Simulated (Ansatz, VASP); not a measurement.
Two plane-wave programs on AlNi3

File INCAR:

```
ALGO = Normal ; EDIFF = 1E-6
ENCUT = 520 ; GGA = PS
ISIF = 2 ; ISMEAR = 0
LASPH = True ; LCHARG = False
LREAL = False ; LWAVE = False
NBANDS = 24 ; NELM = 100
PREC = Accurate ; SIGMA = 0.15
```

KPOINTS

```
k-points
0
Gamma
  14 14 14
```

The input POSCAR:

```
AlNi3
1.0
    0.0000000000      2.6864715449      2.6864715449
    2.6864715449      0.0000000000      2.6864715449
    2.6864715449      2.6864715449      0.0000000000
Al Ni
1 3
Direct
    0.5000000000      0.5000000000      0.5000000000
    0.2500000000      0.2500000000      0.2500000000
    0.0000000000      0.0000000000      0.0000000000
    0.7500000000      0.7500000000      0.7500000000
```

Input for Ansatz:

```yaml
crystal:
  lattice:
    - [0.0, 2.6864715449, 2.6864715449]
    - [2.6864715449, 0.0, 2.6864715449]
    - [2.6864715449, 2.6864715449, 0.0]
  atoms:
    - { symbol: Al, position: [0.5, 0.5, 0.5] }
    - { symbol: Ni, position: [0.25, 0.25, 0.25] }
    - { symbol: Ni, position: [0.0, 0.0, 0.0] }
    - { symbol: Ni, position: [0.75, 0.75, 0.75] }
basis:
  ecutwfc: 420
kpoints:
  mp_grid: { grid: [14, 14, 14] }
hamiltonian:
  xc: pbesol
scf:
  occupations: { method: gaussian, width: 0.15 }
output:
  forces: true
  stress: true
  eigenvalues: true
```

Change from the starting cell: strain -0.040 along x and y, -0.040 along z, atoms carried along.

Alike in both runs: task single point; functional PBEsol; k mesh 14 × 14 × 14; occupations gaussian, width 0.15 eV; no spin polarisation.

```csv
,VASP,Ansatz
version,VASP 6.6.1,Ansatz 0.2.0
potentials or method,"VASP PAW PBE potentials, release 64 (Al, Ni), cutoff 520 eV","scalar-relativistic, plane waves, PAW"
valence electrons in the cell,33,57
```

Ansatz gave:

| Quantity | Value |
| --- | --- |
| gap on the k mesh at the Fermi level (eV) | none |
| pressure (GPa) | 32.5 |

Q: What did VASP give for the same quantities?

A: gap on the k mesh at the Fermi level (eV): none; pressure (GPa): 32.4.

VASP's potentials were made for PBE, not for PBEsol. A gap of «none» marks a metal or a gap that the smearing closes. Both programs put the cell under a high pressure, so it lies far from rest at this level. VASP's potentials hold 33 valence electrons a cell and Ansatz's 57, so a difference there can come from the potentials and not from the codes.
